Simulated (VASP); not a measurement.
The system is SiGe2.

```
Si Ge
1.0
     2.80361    0.00000    0.00000
    -1.40181    2.42800    0.00000
     0.00000    0.00000    7.89826
Si Ge
1 2
Direct
  0.00000 0.00000 0.50000
  0.00000 0.00000 0.83333
  0.00000 0.00000 0.16667
```

| Item | Value |
| --- | --- |
| Program | VASP 6.6.1 |
| Task | relaxation of cell and atoms |
| Functional | PBE |
| Potentials or basis | VASP PAW PBE potentials, release 64 (Si, Ge_d) |
| Cutoff | 600 eV |
| k mesh | 6 × 6 × 2 |
| Occupations | gaussian, width 0.1 eV |
| Spin | no spin polarisation |

At the start: pressure -0.1 GPa; volume 17.92 Å³/atom.

**Question.** How do energy, volume and symmetry change on relaxing?

**Answer.** Over 7 steps the energy falls by 13.5 meV/atom and the volume is 18.09 Å³/atom (+0.9 %); space group P6/mmm (No. 191, to 0.05 Å).

Step by step:
| step | energy change (eV) | largest force (eV/Å) | pressure (GPa) | volume (Å³) |
| --- | --- | --- | --- | --- |
| 1 | 0.0000 | 0.4711 | -0.10 | 53.76 |
| 2 | -0.0315 | 0.2424 | 0.81 | 53.66 |
| 3 | -0.0320 | 0.2646 | 0.67 | 53.67 |
| 4 | -0.0392 | 0.1083 | -0.05 | 54.23 |
| 5 | -0.0398 | 0.0417 | -0.38 | 54.49 |
| 6 | -0.0398 | 0.0465 | -0.31 | 54.47 |
| 7 | -0.0404 | 0.0013 | -0.03 | 54.26 |

Final structure:
```
Si Ge
1.0
     2.78378    0.00000    0.00000
    -1.39189    2.41083    0.00000
     0.00000    0.00000    8.08468
Si Ge
1 2
Cartesian
  0.0000 0.0000 4.0423
  1.3919 2.4108 6.6899
  0.0000 0.0000 1.3948
```

Caveat: the k points lie up to 0.43 Å⁻¹ apart in the final cell.
